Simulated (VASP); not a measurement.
A run of VASP 6.6.1 is set up as follows.

Contents of POSCAR:

```
CdS
1.0
    0.0000000000      2.8792778113      2.8792778113
    2.8792778113      0.0000000000      2.8792778113
    2.8792778113      2.8792778113      0.0000000000
Cd S
1 1
Direct
    0.0000000000      0.0000000000      0.0000000000
    0.2500000000      0.2500000000      0.2500000000
```

INCAR.step1

```
PREC     = Accurate       # precision mode
ENCUT    = 520            # plane-wave cutoff, eV
ISMEAR   = 0              # smearing method
SIGMA    = 0.02           # smearing width, eV
LREAL    = False          # projectors in reciprocal space
LASPH    = True           # aspherical terms in the spheres
NELM     = 100            # most SCF steps
NBANDS   = 16             # bands
GGA      = PE             # functional
ALGO     = Normal         # electronic algorithm
EDIFF    = 1E-4           # SCF threshold, eV
LWAVE    = True           # write WAVECAR
LCHARG   = False          # write CHGCAR
```

Contents of INCAR.step2:

```
PREC     = Accurate       # precision mode
ENCUT    = 520            # plane-wave cutoff, eV
EDIFF    = 1E-6           # SCF threshold, eV
ISMEAR   = 0              # smearing method
SIGMA    = 0.02           # smearing width, eV
LREAL    = False          # projectors in reciprocal space
LASPH    = True           # aspherical terms in the spheres
NELM     = 100            # most SCF steps
ALGO     = Normal         # electronic algorithm
ISIF     = 2              # what is computed and relaxed
LWAVE    = False          # write WAVECAR
LCHARG   = False          # write CHGCAR
METAGGA  = R2SCAN         # meta-GGA
LMIXTAU  = True         
NBANDS   = 16             # bands
ISTART   = 1
```

The input KPOINTS:

```
Automatic mesh
0
Gamma
  8 8 8
```

Potentials or basis: VASP PAW PBE potentials, release 64 (Cd, S).

Run with:

```bash
$ cat potpaw_PBE.64/Cd/POTCAR potpaw_PBE.64/S/POTCAR > POTCAR
$ cp INCAR.step1 INCAR
$ mpirun -np 1 vasp_std > vasp.out
$ cp INCAR.step2 INCAR
$ mpirun -np 1 vasp_std > vasp.out
```

Estimate the pressure.

4.7 GPa.

What does it give for the band gap on the k mesh?

1.68 eV.

Caveat: the cell stands under pressure; the PAW data sets were made with another functional, which shifts forces and pressure a little. r2SCAN opens gaps a little over a GGA but as a rule still falls short of measured ones.
